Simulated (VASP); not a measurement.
# In3Se: single point with PBE

The system is In3Se.

```
In Se
1.0
     4.80376    0.00000    0.00000
     0.00000    4.80376    0.00000
     0.00000    0.00000    4.80376
In Se
3 1
Cartesian
  0.0000 2.4019 2.4019
  2.4019 0.0000 2.4019
  2.4019 2.4019 0.0000
  0.0000 0.0000 0.0000
```

```json
{
 "Program": "VASP 6.6.1",
 "Task": "single point",
 "Functional": "PBE",
 "Potentials or basis": "VASP PAW PBE potentials, release 64 (In_d, Se)",
 "Cutoff": "520 eV",
 "k mesh": "6 × 6 × 6",
 "Occupations": "gaussian, width 0.1 eV",
 "Spin": "no spin polarisation"
}
```

```json
{"Pressure": "-0.3 GPa"}
```

Levels at points of the mesh, in eV from the Fermi level:
```csv
k point,band 18,band 19,band 20,band 21,band 22,band 23,band 24,band 25,band 26,band 27
"(0.00, 0.00, 0.00)",-3.33,-3.33,-3.33,-2.31,-2.31,1.04,1.04,1.04,4.10,4.10
"(0.50, 0.00, 0.00)",-5.04,-2.53,-2.53,-1.77,-1.13,-0.18,-0.18,1.33,3.60,3.67
"(0.50, 0.50, 0.00)",-5.97,-5.77,-2.03,-0.92,-0.79,-0.79,1.30,1.70,1.70,1.79
"(0.50, 0.50, 0.50)",-4.43,-4.43,-4.23,-4.23,-4.23,-3.27,2.92,2.92,2.92,7.84
```

Run time: 36 s on 1 thread of AMD EPYC 9R45 96-Core Processor (Zen 5), on a shared host, peak memory 0.19 GiB.

Caveat: spin-orbit coupling is left out, which moves the levels of the heavy elements.
